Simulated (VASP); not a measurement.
Wanted: the native input for a VASP 6.6.1 run.

* Task: single point
* Functional: LDA
* Potentials or basis: VASP PAW LDA potentials, release 64 (Al, N)
* Cutoff: 520 eV
* k mesh: 9 × 9 × 6
* Occupations: gaussian, width 0.05 eV
* Spin: no spin polarisation
* Dipole correction: no
* Further INCAR settings: ALGO = Normal; EDIFF = 1e-06; NBANDS = 16

The structure of AlN lies in POSCAR:

```
AlN
1.0
    3.1403243997      0.0000000000      0.0000000000
   -1.5701621999      2.7196007063      0.0000000000
    0.0000000000      0.0000000000      5.0263297624
Al N
2 2
Direct
    0.3172581426      0.6345162853      0.0015212672
    0.6827418574      0.3654837147      0.5015212672
    0.3476777443      0.6953554887      0.3834787328
    0.6523222557      0.3046445113      0.8834787328
```

The input as run:

INCAR

```
PREC = Accurate
ENCUT = 520
EDIFF = 1E-6
ISMEAR = 0
SIGMA = 0.05
LREAL = False
LASPH = True
NELM = 80
ALGO = Normal
ISIF = 2
LWAVE = False
LCHARG = False
GGA = CA
NBANDS = 16
```

KPOINTS

```
Automatic mesh
0
Gamma
  9 9 6
```

Potentials or basis: VASP PAW LDA potentials, release 64 (Al, N).

The run is started by

```console
$ cat potpaw_LDA.64/Al/POTCAR potpaw_LDA.64/N/POTCAR > POTCAR
$ mpirun -np 1 vasp_std > vasp.out
```

Results of the run:

```
Pressure               : -9.3 GPa
Largest force          : 0.454 eV/Å
Band gap on the k mesh : 3.90 eV, direct
```

It took 44 s on 1 thread of Intel Xeon 6975P-C, on a shared host, peak memory 0.18 GiB.
